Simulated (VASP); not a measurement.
Input of a VASP 6.6.1 run:

INCAR

```
PREC     = Accurate       # precision mode
ENCUT    = 600            # plane-wave cutoff, eV
EDIFF    = 1E-6           # SCF threshold, eV
ISMEAR   = 0              # smearing method
SIGMA    = 0.02           # smearing width, eV
LREAL    = F              # projectors in reciprocal space
LASPH    = T              # aspherical terms in the spheres
NELM     = 120            # most SCF steps
ALGO     = Normal         # electronic algorithm
ISIF     = 2              # what is computed and relaxed
LWAVE    = F              # write WAVECAR
LCHARG   = F              # write CHGCAR
GGA      = PS             # functional
NBANDS   = 52             # bands
GGA_COMPAT= F
```

KPOINTS

```
regular mesh
0
Gamma
  6 6 6
```

File POSCAR:

```
FeS2
1.0
    5.3236779023      0.0000000000      0.0000000000
    0.0000000000      5.3236779023      0.0000000000
    0.0000000000      0.0000000000      5.3236779023
Fe S
4 8
Direct
    0.0000000000      0.5000000000      0.5000000000
    0.5000000000      0.5000000000      0.0000000000
    0.5000000000      0.0000000000      0.5000000000
    0.0000000000      0.0000000000      0.0000000000
    0.3816858845      0.1183141155      0.8816858845
    0.1183141155      0.8816858845      0.3816858845
    0.8816858845      0.3816858845      0.1183141155
    0.6183141155      0.6183141155      0.6183141155
    0.3816858845      0.3816858845      0.3816858845
    0.1183141155      0.6183141155      0.8816858845
    0.8816858845      0.1183141155      0.6183141155
    0.6183141155      0.8816858845      0.1183141155
```

Potentials or basis: VASP PAW PBE potentials, release 64 (Fe, S).

Run with:

```bash
$ cat potpaw_PBE.64/Fe/POTCAR potpaw_PBE.64/S/POTCAR > POTCAR
$ mpirun -np 1 vasp_std > vasp.out
```

Problem. Predict the pressure.

Solution. 0.5 GPa.

Problem. Estimate the band gap on the k mesh.

Solution. 0.27 eV (least direct gap 0.32 eV).

Problem. Estimate the largest force.

Solution. 0.062 eV/Å.

Forces on the atoms (eV/Å):
```
Fe   0.000  0.000  0.000
Fe   0.000  0.000  0.000
Fe   0.000  0.000  0.000
Fe   0.000  0.000  0.000
S    0.036 -0.036  0.036
S   -0.036  0.036  0.036
S    0.036  0.036 -0.036
S   -0.036 -0.036 -0.036
S    0.036  0.036  0.036
S   -0.036 -0.036  0.036
S    0.036 -0.036 -0.036
S   -0.036  0.036 -0.036
```

Caveat: the PAW data sets were made with another functional, which shifts forces and pressure a little. A k mesh can miss the band edges.
